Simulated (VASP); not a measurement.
# PbSe (Fm-3m) in VASP: notebook, part 2 of 2

VASP 6.6.1.

### 3 Single point, r2SCAN-based global hybrid with 15 % exact exchange

Contents of POSCAR:

```
PbSe
1.0
    0.0000000000      3.0606500000      3.0606500000
    3.0606500000      0.0000000000      3.0606500000
    3.0606500000      3.0606500000      0.0000000000
Pb Se
1 1
Direct
    0.0000000000      0.0000000000      0.0000000000
    0.5000000000      0.5000000000      0.5000000000
```

Contents of INCAR.step1:

```
SYSTEM = PbSe
  ALGO = Normal
  EDIFF = 1E-5
  ENCUT = 520
  GGA = PE
  ISIF = 2
  ISMEAR = -1
  LASPH = .TRUE.
  LCHARG = .FALSE.
  LREAL = .FALSE.
  LWAVE = .TRUE.
  NBANDS = 17
  NELM = 100
  PREC = Accurate
  SIGMA = 0.05
```

Contents of INCAR.step2:

```
SYSTEM = PbSe
  AEXX = 0.15
  ALGO = Normal
  EDIFF = 1E-6
  ENCUT = 520
  ISIF = 2
  ISMEAR = -1
  ISTART = 1
  LASPH = .TRUE.
  LCHARG = .FALSE.
  LHFCALC = .TRUE.
  LMIXTAU = .TRUE.
  LREAL = .FALSE.
  LWAVE = .FALSE.
  METAGGA = R2SCAN
  NBANDS = 17
  NELM = 100
  PREC = Accurate
  PRECFOCK = Normal
  SIGMA = 0.05
```

Contents of KPOINTS:

```
k-points
0
G
  4 4 4
  0 0 0
```

Potentials or basis: VASP PAW PBE potentials, release 64 (Pb_d, Se).

Launch:

```bash
$ cat potpaw_PBE.64/Pb_d/POTCAR potpaw_PBE.64/Se/POTCAR > POTCAR
$ cp INCAR.step1 INCAR
$ mpirun -np 1 vasp_std > vasp.out
$ cp INCAR.step2 INCAR
$ mpirun -np 1 vasp_std > vasp.out
```

It took 16 min on 1 thread of Intel Xeon Platinum 8488C (Sapphire Rapids), shared host; peak memory 0.2 GiB.

The run converged. Its results:

```
Free energy            : -64.1983 eV
Pressure               : 1.1 GPa
Band gap on the k mesh : 1.17 eV
```

Levels at points of the mesh, in eV from the valence-band top:
```csv
k point,band 6,band 7,band 8,band 9,band 10,band 11,band 12,band 13,band 14,band 15
"(0.00, 0.00, 0.00)",-14.96,-6.61,-2.21,-2.21,-2.21,5.86,5.86,5.86,7.68,7.68
"(0.50, 0.00, 0.00)",-13.79,-9.57,-1.77,-1.77,0.00,1.17,2.56,2.56,9.87,11.52
"(0.50, 0.50, 0.00)",-13.37,-7.90,-5.54,-3.66,-3.66,4.65,6.86,6.86,7.36,12.72
```

Caveat: the k points lie up to 0.44 Å⁻¹ apart; the PAW data sets were made with another functional, which shifts forces and pressure a little; spin-orbit coupling is left out, which moves the levels of the heavy elements.

### 4 Single point, PBE0

POSCAR is that of step 3.

Contents of INCAR.step1:

```
PREC = Accurate
ENCUT = 520
EDIFF = 1E-5
ISMEAR = -1
SIGMA = 0.05
LREAL = False
LASPH = True
NELM = 60
ALGO = Normal
ISIF = 2
LWAVE = True
GGA = PE
NBANDS = 17
```

Contents of INCAR.step2:

```
PREC = Accurate
ENCUT = 520
EDIFF = 1E-7
ISMEAR = -1
SIGMA = 0.05
LREAL = False
LASPH = True
NELM = 60
ALGO = Normal
ISIF = 2
LWAVE = False
LCHARG = True
GGA = PE
LHFCALC = True
AEXX = 0.25
PRECFOCK = Normal
LELF = True
LVHAR = True
ISTART = 1
NBANDS = 17
```

Contents of KPOINTS:

```
Automatic mesh
0
Gamma
  4 4 4
```

Launch:

```bash
$ cat potpaw_PBE.64/Pb_d/POTCAR potpaw_PBE.64/Se/POTCAR > POTCAR
$ cp INCAR.step1 INCAR
$ mpirun -np 1 vasp_std > vasp.out
$ cp INCAR.step2 INCAR
$ mpirun -np 1 vasp_std > vasp.out
```

Wall time 26 min (1 thread of Intel Xeon 8259CL, shared host); peak memory 0.2 GiB.

Results (log left out):

| Quantity | Value |
| --- | --- |
| Free energy | -10.7675 eV |
| Pressure | 1.1 GPa |
| Band gap on the k mesh | 1.36 eV |

Levels at points of the mesh, in eV from the valence-band top:
```tsv
k point	band 8	band 9	band 10	band 11	band 12	band 13
(0.00, 0.00, 0.00)	-2.24	-2.24	-2.24	6.20	6.20	6.20
(0.50, 0.00, 0.00)	-1.80	-1.80	0.00	1.36	2.84	2.84
(0.50, 0.50, 0.00)	-5.70	-3.74	-3.74	4.83	7.19	7.19
```

Caveat: the k points lie up to 0.44 Å⁻¹ apart; the PAW data sets were made with another functional, which shifts forces and pressure a little; spin-orbit coupling is left out, which moves the levels of the heavy elements. A k mesh can miss the band edges.

### 5 Single point, PBE

Contents of INCAR:

```
SYSTEM = PbSe
ALGO = Normal ; EDIFF = 1E-6
ENCUT = 520 ; GGA = PE
ISIF = 2 ; ISMEAR = -1
LASPH = .TRUE. ; LCHARG = .FALSE.
LREAL = .FALSE. ; LWAVE = .FALSE.
NBANDS = 17 ; NELM = 60
PREC = Accurate ; SIGMA = 0.05
```

Contents of KPOINTS:

```
k-points
0
G
  4 4 4
  0 0 0
```

POSCAR is that of step 4.

Potentials or basis: VASP PAW PBE potentials, release 64 (Pb_d, Se).

Launch:

```bash
$ cat potpaw_PBE.64/Pb_d/POTCAR potpaw_PBE.64/Se/POTCAR > POTCAR
$ mpirun -np 1 vasp_std > vasp.out
```

OUTCAR:

```text
SYSTEM = PbSe
   EDIFF = 1E-6
   ENCUT = 520
   GGA = PE
   ISIF = 2
   ISMEAR = -1
   LASPH = .TRUE.
   LREAL = .FALSE.
   NELM = 60
   PREC = Accurate

 ion  position               nearest neighbor table
   1  0.000  0.000  0.000-   2 3.06   2 3.06   2 3.06   2 3.06   2 3.06   2 3.06
   2  0.500  0.500  0.500-   1 3.06   1 3.06   1 3.06   1 3.06   1 3.06   1 3.06

  LATTYP: Found a face centered cubic cell.
 ALAT       =     6.1213000000

  Lattice vectors:

 A1 = (   0.0000000000,   3.0606500000,   3.0606500000)
 A2 = (   3.0606500000,   0.0000000000,   3.0606500000)
 A3 = (   3.0606500000,   3.0606500000,   0.0000000000)

Analysis of symmetry for initial positions (statically):
=====================================================================
 Subroutine PRICEL returns:
 Original cell was already a primitive cell.

 Routine SETGRP: Setting up the symmetry group for a
 face centered cubic supercell.

 Subroutine GETGRP returns: Found 48 space group operations
 (whereof 48 operations were pure point group operations)
 out of a pool of 48 trial point group operations.

The static configuration has the point symmetry O_h .
[... 140 lines left out ...]

  energy without entropy =       -8.16651714  energy(sigma->0) =       -8.16777168

 E-fermi :   5.2095     XC(G=0):  -9.5351

 val. band max:        5.0630999052   @ k =   0.5000   0.0000   0.0000
 cond. band min:       5.3559699186   @ k =   0.5000   0.0000   0.0000
 fundamental gap:      0.2928700133
 Fermi energy:         5.2095349350

 k-point     1 :       0.0000    0.0000    0.0000
  band No.  band energies     occupation
      1     -11.7714      2.00000
      2     -11.7714      2.00000
      3     -11.7714      2.00000
      4     -11.7679      2.00000
      5     -11.7679      2.00000
      6      -8.5323      2.00000
[... 137 lines left out ...]
      4     -11.7591      2.00000
      5     -11.7267      2.00000
      6      -7.0682      2.00000
[... 9 lines left out ...]
     16      16.8628      0.00000
     17      17.7172      0.00000

------------------------ aborting loop because EDIFF is reached ----------------------------------------

  FORCE on cell =-STRESS in cart. coord.  units (eV):
  Direction    XX          YY          ZZ          XY          YZ          ZX
  --------------------------------------------------------------------------------------
  -------------------------------------------------------------------------------------
  Total        0.8436249      0.8436249      0.8436249      0.0000000      0.0000000     -0.0000000
  in kB       23.5715961     23.5715961     23.5715961      0.0000000      0.0000000     -0.0000000
  external PRESSURE =      23.5715961 kB  Pullay stress =       0.0000000 kB

 VOLUME and BASIS-vectors are now :
 -----------------------------------------------------------------------------
  energy-cutoff  :      520.00
  volume of cell :       57.34
      direct lattice vectors                 reciprocal lattice vectors
     0.000000000  3.060650000  3.060650000    -0.163363991  0.163363991  0.163363991
     3.060650000  0.000000000  3.060650000     0.163363991 -0.163363991  0.163363991
     3.060650000  3.060650000  0.000000000     0.163363991  0.163363991 -0.163363991

 POSITION                                       TOTAL-FORCE (eV/Angst)
 -----------------------------------------------------------------------------------
      0.00000      0.00000      0.00000         0.000000      0.000000      0.000000
      3.06065      3.06065      3.06065        -0.000000     -0.000000     -0.000000
 -----------------------------------------------------------------------------------
    total drift:                                0.000000     -0.000000     -0.000000

  FREE ENERGIE OF THE ION-ELECTRON SYSTEM (eV)
  ---------------------------------------------------
  free  energy   TOTEN  =        -8.1690262192 eV

  energy  without entropy=       -8.1665171362  energy(sigma->0) =       -8.16777168
```

Run time: 14 s. Hardware: 1 thread of Intel Xeon 8259CL, shared host; peak memory 0.18 GiB.

What came out:

```
Free energy            : -8.1690 eV
Pressure               : 2.4 GPa
Band gap on the k mesh : 0.29 eV
```

Caveat: the k points lie up to 0.44 Å⁻¹ apart; spin-orbit coupling is left out, which moves the levels of the heavy elements.

### 6 Overview

```tsv
level	k mesh	grid for exact exchange (PRECFOCK)	share of exact exchange	gap on the mesh (eV)	pressure (GPa)
PBEsol+D3(BJ)	8 × 8 × 8	-	-	0.20	-2.6
r2SCAN-based global hybrid with 15 % exact exchange	4 × 4 × 4	Normal	0.15	1.17	1.1
PBE0	4 × 4 × 4	Normal	0.25	1.36	1.1
PBE	4 × 4 × 4	-	-	0.29	2.4
```

Alike in all rows: task single point; potentials or basis VASP PAW PBE potentials, release 64 (Pb_d, Se); no spin polarisation; cell as given; cutoff (eV) 520; smearing fermi-dirac 0.05 eV.

Caveats: some runs use coarse meshes; spin-orbit coupling is left out, which moves the levels of the heavy elements; the PAW data sets were made with another functional, which shifts forces and pressure a little (at least some runs); three body term missing (at least some runs).

Total energies depend on the potentials used, so only differences within one code and one set of settings carry meaning.
